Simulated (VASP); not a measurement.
Write the native input for VASP 6.6.1 that does the following.

```
Task                   : electric field gradients
Functional             : PBE
Potentials or basis    : VASP PAW PBE potentials, release 64 (Ga_d)
Cutoff                 : 520 eV
k mesh                 : 14 × 14 × 11
Occupations            : fermi-dirac, width 0.03 eV
Spin                   : no spin polarisation
Dipole correction      : no
Further INCAR settings : ALGO = Normal; EDIFF = 1e-08; NBANDS = 20
```

The structure of Ga lies in POSCAR:

```
Ga
1.0
    1.4101245334     -4.1054710295      0.0000000000
    1.4101245334      4.1054710295      0.0000000000
   -0.1197535260      0.0000000000      3.3952393258
Ga
2
Direct
    0.8690000000      0.1310000000      0.2500000000
    0.1310000000      0.8690000000      0.7500000000
```

One way to write it, as run:

INCAR

```
SYSTEM = Ga
PREC = Accurate
ENCUT = 520
EDIFF = 1E-8
ISMEAR = -1
SIGMA = 0.03
LREAL = .False.
LASPH = .True.
NELM = 80
ALGO = Normal
ISIF = 2
LWAVE = .False.
LCHARG = .False.
GGA = PE
LEFG = .True.
NBANDS = 20
```

KPOINTS

```
Automatic mesh
0
Gamma
  14 14 11
  0 0 0
```

Potentials or basis: VASP PAW PBE potentials, release 64 (Ga_d).

Command:

```console
$ cat potpaw_PBE.64/Ga_d/POTCAR > POTCAR
$ mpirun -np 1 vasp_std > vasp.out
```

Results of the run:

The pressure is -1.1 GPa and the largest force is 0.158 eV/Å. The band gap on the k mesh is zero (bands 13 and 14 overlap by 7.61 eV). The largest electric field gradient by atom is Ga +22.9 V/Å².

Caveat: without QUAD_EFG the Cq values of the log hold for a quadrupole moment of 1 mb, not for the nuclei.

It took 11 min on 1 thread of Intel Xeon 8259CL, on a shared host, peak memory 0.46 GiB.
